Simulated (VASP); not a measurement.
# Ga (Pm-3m) in VASP: further runs

Runs on Ga. Level: PBE. Tasks: single point.

Program: VASP 6.6.1. These are calculated values, not measurements. Logs are shortened: lines on timing, memory, paths and dates and some standing lists are left out, and cuts for length are marked.

## (1) The cell of the first run

The structure is cubic, space group Pm-3m (No. 221). The conventional cell has a = 2.608 Å, b = 2.608 Å, c = 2.608 Å, α = 90.00°, β = 90.00°, γ = 90.00°. Ga (site symmetry m-3m) has 6 Ga at 2.61 Å within 3.4 Å.

## (2) Single point, PBE (volume scaled by 0.88)

Contents of INCAR:

```
PREC = Accurate
ENCUT = 520
EDIFF = 1E-6
ISMEAR = -1
SIGMA = 0.1
LREAL = F
LASPH = T
NELM = 60
ALGO = Normal
ISIF = 2
LWAVE = F
LCHARG = F
GGA = PE
NBANDS = 12
```

Contents of KPOINTS:

```
regular mesh
0
Gamma
  19 19 19
```

Contents of POSCAR:

```
Ga
1.0
    2.6083143645      0.0000000000      0.0000000000
    0.0000000000      2.6083143645      0.0000000000
    0.0000000000      0.0000000000      2.6083143645
Ga
1
Direct
    0.0000000000      0.0000000000      0.0000000000
```

Potentials or basis: VASP PAW PBE potentials, release 64 (Ga_d).

Run with:

```bash
$ cat potpaw_PBE.64/Ga_d/POTCAR > POTCAR
$ mpirun -np 1 vasp_std > vasp.out
```

OUTCAR:

```text
PREC = Accurate
   ENCUT = 520
   EDIFF = 1E-6
   ISMEAR = -1
   LREAL = F
   LASPH = T
   NELM = 60
   ISIF = 2
   GGA = PE

 ion  position               nearest neighbor table
   1  0.000  0.000  0.000-

  LATTYP: Found a simple cubic cell.
 ALAT       =     2.6083143645

  Lattice vectors:

 A1 = (   2.6083143645,   0.0000000000,   0.0000000000)
 A2 = (   0.0000000000,   2.6083143645,   0.0000000000)
 A3 = (   0.0000000000,   0.0000000000,   2.6083143645)

Analysis of symmetry for initial positions (statically):
=====================================================================
 Subroutine PRICEL returns:
 Original cell was already a primitive cell.

 Routine SETGRP: Setting up the symmetry group for a
 simple cubic supercell.

 Subroutine GETGRP returns: Found 48 space group operations
 (whereof 48 operations were pure point group operations)
 out of a pool of 48 trial point group operations.

The static configuration has the point symmetry O_h .

Analysis of symmetry for dynamics (positions and initial velocities):
=====================================================================
 Subroutine PRICEL returns:
 Original cell was already a primitive cell.

 Routine SETGRP: Setting up the symmetry group for a
 simple cubic supercell.

 Subroutine GETGRP returns: Found 48 space group operations
 (whereof 48 operations were pure point group operations)
 out of a pool of 48 trial point group operations.

The dynamic configuration has the point symmetry O_h .

 Subroutine INISYM returns: Found 48 space group operations
 (whereof 48 operations are pure point group operations),
 and found     1 'primitive' translations

----------------------------------------------------------------------------------------

                                     Primitive cell

  volume of cell :      17.7452

  direct lattice vectors                    reciprocal lattice vectors
     2.608314364  0.000000000  0.000000000     0.383389370  0.000000000  0.000000000
     0.000000000  2.608314364  0.000000000     0.000000000  0.383389370  0.000000000
     0.000000000  0.000000000  2.608314364     0.000000000  0.000000000  0.383389370

  length of vectors
     2.608314364  2.608314364  2.608314364     0.383389370  0.383389370  0.383389370

  position of ions in fractional coordinates (direct lattice)
     0.000000000  0.000000000  0.000000000

  ion indices of the primitive-cell ions
   primitive index   ion index
                 1           1

----------------------------------------------------------------------------------------
[... 80 lines left out ...]
   PSTRESS=    0.0 pullay stress
   NELECT =      13.0000    total number of electrons
   NUPDOWN=      -1.0000    fix difference up-down
   EMIN   =  10.00;   EMAX   =-10.00  energy-range for DOS
   EFERMI =   0.00;   METHOD = LEGACY
   ISMEAR =    -1;   SIGMA  =   0.10  broadening in eV -4-tet -1-fermi 0-gaus
   EFERMI_NEDOS =   21; number of points for ismear=-14 and -15
   IALGO  =     38    algorithm
   IMIX   =      4    mixing-type and parameters
     AMIX     =   0.40;   BMIX     =  1.00
     AMIX_MAG =   1.60;   BMIX_MAG =  1.00
  volume/ion in A,a.u.               =      17.75       119.75
  Fermi-wavevector in a.u.,A,eV,Ry     =   1.475806  2.788869 29.633545  2.178004
  Thomas-Fermi vector in A             =   2.590410
   LORBIT       =      0    0 simple, 1 ext, 2 COOP (PROOUT), +10 PAW based schemes
   GGA     = PE    functional components
   LHFCALC =     F    Hartree Fock is set to
   AEXX    =    0.0000 exact exchange contribution
   IVDW    =     0    specifies the selected vdW correction
   LEPSILON=     F    determine dielectric tensor
   LRPA    =     F    only Hartree local field effects (RPA)
 non-spin polarized calculation
  energy-cutoff  :      520.00
  volume of cell :       17.75
 maximum number of plane-waves:       491
 NGX is ok and might be reduce to    20
   NGX =  9   NGY =  9   NGZ =  9

 number of electron      12.9999988 magnetization

 Free energy of the ion-electron system (eV)
  ---------------------------------------------------
  ext. energy  EPLUGINS =         0.00000000
  ---------------------------------------------------
  free energy    TOTEN  =        -2.77727577 eV

  energy without entropy =       -2.76208519  energy(sigma->0) =       -2.76968048

 E-fermi :   5.8293     XC(G=0): -11.2443

 val. band max:        5.8289242136   @ k =   0.4737   0.4211   0.3684
 cond. band min:       5.8420789288   @ k =   0.3684   0.2632   0.1579
 fundamental gap:      0.0131547153
 Fermi energy:         5.8292803692

 k-point     1 :       0.0000    0.0000    0.0000
  band No.  band energies     occupation
      1      -9.4622      2.00000
      2      -9.4622      2.00000
      3      -8.7794      2.00000
      4      -8.7794      2.00000
      5      -8.7794      2.00000
      6      -5.5844      2.00000
      7      15.6578      0.00000
      8      15.6578      0.00000
      9      15.6578      0.00000
     10      18.5531      0.00000
     11      18.5531      0.00000
     12      21.6891      0.00000
[... 331 lines left out ...]
 k-point    24 :       0.3158    0.1053    0.0000
  band No.  band energies     occupation
      1      -9.3894      2.00000
      2      -9.1435      2.00000
      3      -8.9469      2.00000
      4      -8.9098      2.00000
      5      -8.7873      2.00000
      6      -3.0757      2.00000
      7       5.6683      1.66671
      8      14.8970      0.00000
      9      18.1324      0.00000
     10      21.3639      0.00000
     11      23.1138      0.00000
     12      25.7050      0.00000

 [... further k-points ...]

------------------------ aborting loop because EDIFF is reached ----------------------------------------

  FORCE on cell =-STRESS in cart. coord.  units (eV):
  Direction    XX          YY          ZZ          XY          YZ          ZX
  --------------------------------------------------------------------------------------
  -------------------------------------------------------------------------------------
  Total        0.8971561      0.8971561      0.8971561      0.0000000      0.0000000      0.0000000
  in kB       81.0025678     81.0025678     81.0025678      0.0000000      0.0000000      0.0000000
  external PRESSURE =      81.0025678 kB  Pullay stress =       0.0000000 kB

 VOLUME and BASIS-vectors are now :
 -----------------------------------------------------------------------------
  energy-cutoff  :      520.00
  volume of cell :       17.75
      direct lattice vectors                 reciprocal lattice vectors
     2.608314364  0.000000000  0.000000000     0.383389370  0.000000000  0.000000000
     0.000000000  2.608314364  0.000000000     0.000000000  0.383389370  0.000000000
     0.000000000  0.000000000  2.608314364     0.000000000  0.000000000  0.383389370

 POSITION                                       TOTAL-FORCE (eV/Angst)
 -----------------------------------------------------------------------------------
      0.00000      0.00000      0.00000         0.000000      0.000000      0.000000
 -----------------------------------------------------------------------------------
    total drift:                                0.000000      0.000000      0.000000

  FREE ENERGIE OF THE ION-ELECTRON SYSTEM (eV)
  ---------------------------------------------------
  free  energy   TOTEN  =        -2.7772757664 eV

  energy  without entropy=       -2.7620851853  energy(sigma->0) =       -2.76968048
```

OSZICAR:

```text
N       E                     dE             d eps       ncg     rms          rms(c)
DAV:   1     0.439944295169E+02    0.43994E+02   -0.66590E+03  5744   0.192E+03
DAV:   2    -0.619747369414E+00   -0.44614E+02   -0.43028E+02  5620   0.265E+02
DAV:   3    -0.278526262021E+01   -0.21655E+01   -0.21600E+01  6116   0.464E+01
DAV:   4    -0.280341063560E+01   -0.18148E-01   -0.18146E-01  6012   0.454E+00
DAV:   5    -0.280361191171E+01   -0.20128E-03   -0.20127E-03  6260   0.451E-01    0.107E+00
DAV:   6    -0.278048821059E+01    0.23124E-01   -0.49322E-02  6544   0.456E+00    0.521E-01
DAV:   7    -0.277757236211E+01    0.29158E-02   -0.76140E-03  6888   0.150E+00    0.151E-01
DAV:   8    -0.277727155099E+01    0.30081E-03   -0.83037E-04  6076   0.473E-01    0.159E-02
DAV:   9    -0.277727580822E+01   -0.42572E-05   -0.12243E-05  6008   0.362E-02    0.370E-03
DAV:  10    -0.277727576642E+01    0.41794E-07   -0.62720E-07  4320   0.140E-02
   1 F= -.27772758E+01 E0= -.27696805E+01  d E =-.151906E-01
```

It took 14 s on 1 thread of Intel Xeon Platinum 8488C (Sapphire Rapids), shared host; peak memory 0.15 GiB.

What came out:

```yaml
Free_energy: -2.7773 eV
Pressure: 8.1 GPa
```

## (3) Single point, PBE (volume scaled by 0.92)

Contents of INCAR:

```
PREC     = Accurate       # precision mode
ENCUT    = 520            # plane-wave cutoff, eV
EDIFF    = 1E-6           # SCF threshold, eV
ISMEAR   = -1             # smearing method
SIGMA    = 0.1            # smearing width, eV
LREAL    = F              # projectors in reciprocal space
LASPH    = T              # aspherical terms in the spheres
NELM     = 60             # most SCF steps
ALGO     = Normal         # electronic algorithm
ISIF     = 2              # what is computed and relaxed
LWAVE    = F              # write WAVECAR
LCHARG   = T              # write CHGCAR
GGA      = PE             # functional
LELF     = T              # ELF
LVHAR    = T            
NBANDS   = 12             # bands
```

KPOINTS is that of step 2.

Contents of POSCAR:

```
Ga
1.0
    2.6472501700      0.0000000000      0.0000000000
    0.0000000000      2.6472501700      0.0000000000
    0.0000000000      0.0000000000      2.6472501700
Ga
1
Direct
    0.0000000000      0.0000000000      0.0000000000
```

Potentials or basis: VASP PAW PBE potentials, release 64 (Ga_d).

Run with:

```bash
$ cat potpaw_PBE.64/Ga_d/POTCAR > POTCAR
$ mpirun -np 1 vasp_std > vasp.out
```

OUTCAR:

```text
PREC = Accurate
   ENCUT = 520
   EDIFF = 1E-6
   ISMEAR = -1
   LREAL = F
   LASPH = T
   NELM = 60
   ISIF = 2
   GGA = PE

 ion  position               nearest neighbor table
   1  0.000  0.000  0.000-

  LATTYP: Found a simple cubic cell.
 ALAT       =     2.6472501700

  Lattice vectors:

 A1 = (   2.6472501700,   0.0000000000,   0.0000000000)
 A2 = (   0.0000000000,   2.6472501700,   0.0000000000)
 A3 = (   0.0000000000,   0.0000000000,   2.6472501700)

[... 536 lines left out ...]
     11      22.2390      0.00000
     12      24.7526      0.00000

 [... further k-points ...]

------------------------ aborting loop because EDIFF is reached ----------------------------------------

  FORCE on cell =-STRESS in cart. coord.  units (eV):
  Direction    XX          YY          ZZ          XY          YZ          ZX
  --------------------------------------------------------------------------------------
  -------------------------------------------------------------------------------------
  Total        0.5528961      0.5528961      0.5528961      0.0000000     -0.0000000     -0.0000000
  in kB       47.7495372     47.7495372     47.7495372      0.0000000     -0.0000000     -0.0000000
  external PRESSURE =      47.7495372 kB  Pullay stress =       0.0000000 kB

 VOLUME and BASIS-vectors are now :
 -----------------------------------------------------------------------------
  energy-cutoff  :      520.00
  volume of cell :       18.55
      direct lattice vectors                 reciprocal lattice vectors
     2.647250170  0.000000000  0.000000000     0.377750472  0.000000000  0.000000000
     0.000000000  2.647250170  0.000000000     0.000000000  0.377750472  0.000000000
     0.000000000  0.000000000  2.647250170     0.000000000  0.000000000  0.377750472

 POSITION                                       TOTAL-FORCE (eV/Angst)
 -----------------------------------------------------------------------------------
      0.00000      0.00000      0.00000         0.000000      0.000000      0.000000
 -----------------------------------------------------------------------------------
    total drift:                                0.000000      0.000000      0.000000

  FREE ENERGIE OF THE ION-ELECTRON SYSTEM (eV)
  ---------------------------------------------------
  free  energy   TOTEN  =        -2.8096498749 eV

  energy  without entropy=       -2.7939407571  energy(sigma->0) =       -2.80179532
```

OSZICAR:

```text
N       E                     dE             d eps       ncg     rms          rms(c)
DAV:   1     0.444541055582E+02    0.44454E+02   -0.66819E+03  5696   0.189E+03
DAV:   2    -0.653304530838E+00   -0.45107E+02   -0.43323E+02  5548   0.265E+02
DAV:   3    -0.281539216729E+01   -0.21621E+01   -0.21568E+01  6084   0.469E+01
DAV:   4    -0.283357399971E+01   -0.18182E-01   -0.18179E-01  5988   0.456E+00
DAV:   5    -0.283379172717E+01   -0.21773E-03   -0.21772E-03  6304   0.458E-01    0.101E+00
DAV:   6    -0.281249009652E+01    0.21302E-01   -0.45391E-02  6516   0.428E+00    0.492E-01
DAV:   7    -0.280989119865E+01    0.25989E-02   -0.71798E-03  7044   0.142E+00    0.145E-01
DAV:   8    -0.280964450265E+01    0.24670E-03   -0.76253E-04  6056   0.449E-01    0.153E-02
DAV:   9    -0.280964976684E+01   -0.52642E-05   -0.11911E-05  6068   0.357E-02    0.359E-03
DAV:  10    -0.280964987486E+01   -0.10803E-06   -0.56182E-07  4360   0.126E-02
   1 F= -.28096499E+01 E0= -.28017953E+01  d E =-.157091E-01
```

stdout:

```text
POSCAR found type information on POSCAR Ga
 POSCAR found :  1 types and       1 ions
 scaLAPACK will be used
 LDA part: xc-table for (Slater+PW92), standard interpolation
 POSCAR, INCAR and KPOINTS ok, starting setup
 FFT: planning ... GRIDC
 FFT: planning ... GRID_SOFT
 FFT: planning ... GRID
 WAVECAR not read
 entering main loop
```

It took 15 s on 1 thread of Intel Xeon Platinum 8488C (Sapphire Rapids), shared host; peak memory 0.16 GiB.

What came out:

```yaml
Free_energy: -2.8096 eV
Pressure: 4.8 GPa
```
